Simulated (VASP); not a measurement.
# BC7 (P-43m) in VASP: notebook, part 2 of 2

VASP 6.6.1. The steps go on from the part before.

## (3) Relaxation of cell and atoms, PBEsol

This run uses another cell than the first one, of 5.93 Å³/atom, 1.016 times its volume.

Input file INCAR:

```
SYSTEM = BC7
  PREC = Accurate
  ENCUT = 600
  EDIFF = 1E-7
  ISMEAR = 0
  SIGMA = 0.1
  LREAL = .FALSE.
  LASPH = .TRUE.
  NELM = 100
  ALGO = Normal
  ISIF = 3
  LWAVE = .FALSE.
  LCHARG = .FALSE.
  GGA = PS
  IBRION = 2
  NSW = 100
  EDIFFG = -0.005
```

Input file KPOINTS:

```
regular mesh
0
G
  10 10 10
  0 0 0
```

Input file POSCAR:

```
BC7
1.0
    3.6201530000      0.0000000000      0.0000000000
    0.0000000000      3.6201530000      0.0000000000
    0.0000000000      0.0000000000      3.6201530000
B C
1 7
Direct
    0.0000000000      0.0000000000      0.0000000000
    0.0000000000      0.5000000000      0.5000000000
    0.5000000000      0.5000000000      0.0000000000
    0.5000000000      0.0000000000      0.5000000000
    0.7452210000      0.7452210000      0.2547790000
    0.7452210000      0.2547790000      0.7452210000
    0.2547790000      0.7452210000      0.7452210000
    0.2547790000      0.2547790000      0.2547790000
```

Potentials or basis: VASP PAW PBE potentials, release 64 (B, C).

On the command line:

```console
$ cat potpaw_PBE.64/B/POTCAR potpaw_PBE.64/C/POTCAR > POTCAR
$ mpirun -np 1 vasp_std > vasp.out
```

OUTCAR:

```text
SYSTEM = BC7
   PREC = Accurate
   ENCUT = 600
   EDIFF = 1E-7
   ISMEAR = 0
   LREAL = .FALSE.
   LASPH = .TRUE.
   NELM = 100
   ISIF = 3
   GGA = PS
   IBRION = 2
   NSW = 100
   EDIFFG = -0.005

 ion  position               nearest neighbor table
   1  0.000  0.000  0.000-   5 1.60   6 1.60   7 1.60   8 1.60
   2  0.000  0.500  0.500-   5 1.56   6 1.56   7 1.56   8 1.56
   3  0.500  0.500  0.000-   5 1.56   6 1.56   7 1.56   8 1.56
   4  0.500  0.000  0.500-   5 1.56   6 1.56   7 1.56   8 1.56
   5  0.745  0.745  0.255-   2 1.56   3 1.56   4 1.56   1 1.60
   6  0.745  0.255  0.745-   2 1.56   3 1.56   4 1.56   1 1.60
   7  0.255  0.745  0.745-   2 1.56   3 1.56   4 1.56   1 1.60
   8  0.255  0.255  0.255-   2 1.56   3 1.56   4 1.56   1 1.60

  LATTYP: Found a simple cubic cell.
 ALAT       =     3.6201530000

  Lattice vectors:

 A1 = (   3.6201530000,   0.0000000000,   0.0000000000)
 A2 = (   0.0000000000,   3.6201530000,   0.0000000000)
 A3 = (   0.0000000000,   0.0000000000,   3.6201530000)

[... 186 lines left out ...]
  free energy    TOTEN  =       -73.21469383 eV

  energy without entropy =      -73.20856892  energy(sigma->0) =      -73.21163137

------------------------ aborting loop because EDIFF is reached ----------------------------------------

  FORCE on cell =-STRESS in cart. coord.  units (eV):
  Direction    XX          YY          ZZ          XY          YZ          ZX
  --------------------------------------------------------------------------------------
  -------------------------------------------------------------------------------------
  Total       -1.7346532     -1.7346532     -1.7346532      0.0000000      0.0000000     -0.0000000
  in kB      -58.5790683    -58.5790683    -58.5790683      0.0000000      0.0000000     -0.0000000
  external PRESSURE =     -58.5790683 kB  Pullay stress =       0.0000000 kB
[... 197 lines left out ...]
--------------------------------------- Ionic step        6  -------------------------------------------

 number of electron      30.9999999 magnetization

 Free energy of the ion-electron system (eV)
  ---------------------------------------------------
  ext. energy  EPLUGINS =         0.00000000
  ---------------------------------------------------
  free energy    TOTEN  =       -73.22783088 eV

  energy without entropy =      -73.22168429  energy(sigma->0) =      -73.22475758

 E-fermi :   8.0291     XC(G=0): -13.2246

 val. band max:        8.0021841773   @ k =   0.4000   0.3000   0.1000
 cond. band min:       8.0541355492   @ k =   0.2000   0.2000   0.1000
 fundamental gap:      0.0519513718
 Fermi energy:         8.0291251454

 k-point     1 :       0.0000    0.0000    0.0000
  band No.  band energies     occupation
      1     -11.7769      2.00000
      2      -3.7709      2.00000
      3      -3.7709      2.00000
      4      -3.3626      2.00000
      5      -3.3626      2.00000
      6      -3.3626      2.00000
[... 541 lines left out ...]
     19      15.5396      0.00000
     20      15.9145      0.00000

 [... further k-points ...]
[... 5 lines left out ...]
  --------------------------------------------------------------------------------------
  -------------------------------------------------------------------------------------
  Total        0.0030145      0.0030145      0.0030145     -0.0000000     -0.0000000     -0.0000000
  in kB        0.1033347      0.1033347      0.1033347     -0.0000000     -0.0000000     -0.0000000
  external PRESSURE =       0.1033347 kB  Pullay stress =       0.0000000 kB
[... 23 lines left out ...]
  FREE ENERGIE OF THE ION-ELECTRON SYSTEM (eV)
  ---------------------------------------------------
  free  energy   TOTEN  =       -73.2278308809 eV

  energy  without entropy=      -73.2216842866  energy(sigma->0) =      -73.22475758

 reached required accuracy - stopping structural energy minimisation
```

CONTCAR:

```text
BC7
   1.00000000000000
     3.6021212454861020    0.0000000000000000   -0.0000000000000000
     0.0000000000000000    3.6021212454861020    0.0000000000000000
     0.0000000000000000    0.0000000000000000    3.6021212454861020
  B               C
     1     7
Direct
     0.0000000000000000    0.0000000000000000    0.0000000000000000
     0.0000000000000000    0.5000000000000000    0.5000000000000000
     0.5000000000000000    0.5000000000000000    0.0000000000000000
     0.5000000000000000    0.0000000000000000    0.5000000000000000
     0.7450633320514740    0.7450633320514740    0.2549366679485259
     0.7450633320514740    0.2549366679485259    0.7450633320514740
     0.2549366679485259    0.7450633320514740    0.7450633320514740
     0.2549366679485259    0.2549366679485259    0.2549366679485259

  0.00000000E+00  0.00000000E+00  0.00000000E+00
  0.00000000E+00  0.00000000E+00  0.00000000E+00
  0.00000000E+00  0.00000000E+00  0.00000000E+00
  0.00000000E+00  0.00000000E+00  0.00000000E+00
  0.00000000E+00  0.00000000E+00  0.00000000E+00
  0.00000000E+00  0.00000000E+00  0.00000000E+00
  0.00000000E+00  0.00000000E+00  0.00000000E+00
  0.00000000E+00  0.00000000E+00  0.00000000E+00
```

Wall time 86 s (1 thread of AMD EPYC 9R45 (Zen 5), shared host); peak memory 0.17 GiB.

What came out:

```
Free energy                            : -73.2278 eV
Relaxed volume                         : 5.84 Å³/atom
Relaxed cell                           : a = 3.602 Å, b = 3.602 Å, c = 3.602 Å, α = 90.00°, β = 90.00°, γ = 90.00°
Space group after relaxing (to 0.05 Å) : P-43m (No. 215)
Energy gained by relaxing              : 1.6 meV/atom
Ionic steps                            : 6
Pressure after relaxing                : 0.0 GPa
```

The path:
```csv
step,energy change (eV),largest force (eV/Å),pressure (GPa),volume (Å³)
1,0.0000,0.0553,-5.86,47.44
2,0.0035,0.0966,6.90,45.97
3,-0.0131,0.0134,-0.03,46.74
4,-0.0131,0.0148,0.09,46.73
5,-0.0131,0.0205,-0.07,46.75
6,-0.0131,0.0006,0.01,46.74
```

Final structure:
```yaml
crystal:
  lattice:
    - [3.60212, 0.00000, 0.00000]
    - [0.00000, 3.60212, 0.00000]
    - [0.00000, 0.00000, 3.60212]
  atoms:
    - { symbol: B, position: [0.00000, 0.00000, 0.00000] }
    - { symbol: C, position: [0.00000, 0.50000, 0.50000] }
    - { symbol: C, position: [0.50000, 0.50000, 0.00000] }
    - { symbol: C, position: [0.50000, 0.00000, 0.50000] }
    - { symbol: C, position: [0.74506, 0.74506, 0.25494] }
    - { symbol: C, position: [0.74506, 0.25494, 0.74506] }
    - { symbol: C, position: [0.25494, 0.74506, 0.74506] }
    - { symbol: C, position: [0.25494, 0.25494, 0.25494] }
```

Caveat: the PAW data sets were made with another functional, which shifts forces and pressure a little.

## (4) Single point, PBEsol

Input file INCAR:

```
  PREC = Accurate
  ENCUT = 520
  EDIFF = 1E-7
  ISMEAR = 0
  SIGMA = 0.15
  LREAL = F
  LASPH = T
  NELM = 100
  ALGO = Normal
  ISIF = 2
  LWAVE = F
  LCHARG = F
  GGA = PS
  NBANDS = 26
```

Input file KPOINTS:

```
Automatic mesh
0
Gamma
  10 10 10
```

Input file POSCAR:

```
BC7
1.0
    3.6009608368      0.0000000000      0.0000000000
    0.0000000000      3.6009608368      0.0000000000
    0.0000000000      0.0000000000      3.6009608368
B C
1 7
Direct
    0.0000000000      0.0000000000      0.0000000000
    0.0000000000      0.5000000000      0.5000000000
    0.5000000000      0.5000000000      0.0000000000
    0.5000000000      0.0000000000      0.5000000000
    0.7450397233      0.7450397233      0.2549602767
    0.7450397233      0.2549602767      0.7450397233
    0.2549602767      0.7450397233      0.7450397233
    0.2549602767      0.2549602767      0.2549602767
```

On the command line:

```console
$ cat potpaw_PBE.64/B/POTCAR potpaw_PBE.64/C/POTCAR > POTCAR
$ mpirun -np 1 vasp_std > vasp.out
```

Run time: 29 s. Hardware: 1 thread of AMD EPYC 9R45 (Zen 5), shared host; peak memory 0.15 GiB.

The run converged. Its results:

| Quantity | Value |
| --- | --- |
| Free energy | -73.2135 eV |
| Pressure | 1.0 GPa |
| Largest force | 0.007 eV/Å |

Forces in eV/Å, atoms in the order of the input:
```
B    0.000  0.000  0.000
C    0.000  0.000  0.000
C    0.000  0.000  0.000
C    0.000  0.000  0.000
C    0.004  0.004 -0.004
C    0.004 -0.004  0.004
C   -0.004  0.004  0.004
C   -0.004 -0.004 -0.004
```

Levels at points of the mesh, in eV from the Fermi level:
```tsv
k point	band 14	band 15	band 16	band 17	band 18	band 19
(0.00, 0.00, 0.00)	1.65	1.65	1.65	5.53	5.53	5.53
(0.50, 0.00, 0.00)	-2.57	-1.71	-1.71	5.57	5.90	10.68
(0.50, 0.50, 0.00)	-2.03	-0.67	-0.67	8.64	8.64	9.25
(0.50, 0.50, 0.50)	-0.09	-0.09	-0.09	9.08	9.08	9.08
```

Caveat: the PAW data sets were made with another functional, which shifts forces and pressure a little.

## (5) Single point, PBEsol

This run uses another cell than the first one, of 5.93 Å³/atom, 1.016 times its volume.

Input file INCAR:

```
SYSTEM = BC7
  PREC = Accurate
  ENCUT = 520
  EDIFF = 1E-7
  ISMEAR = 0
  SIGMA = 0.1
  LREAL = .False.
  LASPH = .True.
  NELM = 100
  ALGO = Normal
  ISIF = 2
  LWAVE = .False.
  LCHARG = .False.
  GGA = PS
  NBANDS = 26
```

Input file KPOINTS:

```
Automatic mesh
0
Gamma
  6 6 6
  0 0 0
```

Input file POSCAR:

```
BC7
1.0
    3.6201530000      0.0000000000      0.0000000000
    0.0000000000      3.6201530000      0.0000000000
    0.0000000000      0.0000000000      3.6201530000
B C
1 7
Direct
    0.0000000000      0.0000000000      0.0000000000
    0.0000000000      0.5000000000      0.5000000000
    0.5000000000      0.5000000000      0.0000000000
    0.5000000000      0.0000000000      0.5000000000
    0.7452210000      0.7452210000      0.2547790000
    0.7452210000      0.2547790000      0.7452210000
    0.2547790000      0.7452210000      0.7452210000
    0.2547790000      0.2547790000      0.2547790000
```

On the command line:

```console
$ cat potpaw_PBE.64/B/POTCAR potpaw_PBE.64/C/POTCAR > POTCAR
$ mpirun -np 1 vasp_std > vasp.out
```

It took 12 s on 1 thread of AMD EPYC 9R45 (Zen 5), shared host; peak memory 0.13 GiB.

The run converged. Its results:

```
Free energy   : -73.1927 eV
Pressure      : -5.4 GPa
Largest force : 0.042 eV/Å
```

Forces in eV/Å, atoms in the order of the input:
```
B    0.000  0.000  0.000
C    0.000  0.000  0.000
C    0.000  0.000  0.000
C    0.000  0.000  0.000
C   -0.024 -0.024  0.024
C   -0.024  0.024 -0.024
C    0.024 -0.024 -0.024
C    0.024  0.024  0.024
```

Levels at points of the mesh, in eV from the Fermi level:
```csv
k point,band 13,band 14,band 15,band 16,band 17,band 18,band 19,band 20
"(0.00, 0.00, 0.00)",-4.42,1.49,1.49,1.49,5.34,5.34,5.34,5.61
"(0.50, 0.00, 0.00)",-2.82,-2.71,-1.83,-1.83,5.37,5.70,10.43,11.12
"(0.50, 0.50, 0.00)",-2.50,-2.14,-0.80,-0.80,8.39,8.39,9.04,9.64
"(0.50, 0.50, 0.50)",-1.99,-0.23,-0.23,-0.23,8.87,8.87,8.87,8.99
```

Caveat: the PAW data sets were made with another functional, which shifts forces and pressure a little.

## (6) Summary

```csv
task,cell,k mesh,cutoff (eV),smearing,gap on the mesh (eV),pressure (GPa),largest force (eV/Å)
single point,"a = 3.601 Å, 8 atoms",10 × 10 × 10,520,gaussian 0.1 eV,none,1.0,0.01
relaxation of cell and atoms,"relaxed from a = 3.620 Å, 8 atoms",10 × 10 × 10,600,gaussian 0.1 eV,none,0.0,-
single point,"a = 3.601 Å, 8 atoms",10 × 10 × 10,520,gaussian 0.15 eV,none,1.0,0.01
single point,"a = 3.620 Å, 8 atoms",6 × 6 × 6,520,gaussian 0.1 eV,none,-5.4,0.04
```

Alike in all rows: level PBEsol; potentials or basis VASP PAW PBE potentials, release 64 (B, C); no spin polarisation.

Caveats: the PAW data sets were made with another functional, which shifts forces and pressure a little.

Absolute energies hang on the potentials; compare differences alone.
